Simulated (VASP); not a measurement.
Input of a VASP 6.6.1 run:

Contents of INCAR:

```
PREC = Accurate
ENCUT = 520
EDIFF = 1E-8
ISMEAR = -1
SIGMA = 0.01
LREAL = F
LASPH = T
NELM = 100
ALGO = Normal
ISIF = 2
LWAVE = F
LCHARG = F
GGA = PE
LEFG = T
NBANDS = 24
```

The input KPOINTS:

```
regular mesh
0
Gamma
  9 9 5
```

The input POSCAR:

```
TaN
1.0
    3.0398003418      0.0000000000      0.0000000000
   -1.5199001709      2.6325443184      0.0000000000
    0.0000000000      0.0000000000      4.9234781375
Ta N
2 2
Direct
    0.3333333333      0.6666666667      0.0000000000
    0.6666666667      0.3333333333      0.5000000000
    0.3333333333      0.6666666667      0.3850000000
    0.6666666667      0.3333333333      0.8850000000
```

Potentials or basis: VASP PAW PBE potentials, release 64 (Ta_pv, N).

Command:

```console
$ cat potpaw_PBE.64/Ta_pv/POTCAR potpaw_PBE.64/N/POTCAR > POTCAR
$ mpirun -np 1 vasp_std > vasp.out
```

Predict the pressure.

148.0 GPa.

Predict the largest force.

2.390 eV/Å.

Forces on the atoms (eV/Å):
```
Ta   0.000  0.000  2.390
Ta   0.000  0.000  2.390
N    0.000  0.000 -2.390
N    0.000  0.000 -2.390
```

Caveat: without QUAD_EFG the Cq values of the log hold for a quadrupole moment of 1 mb, not for the nuclei; forces of over 1 eV/Å act on the atoms, so gaps and moduli don't describe the material at rest.
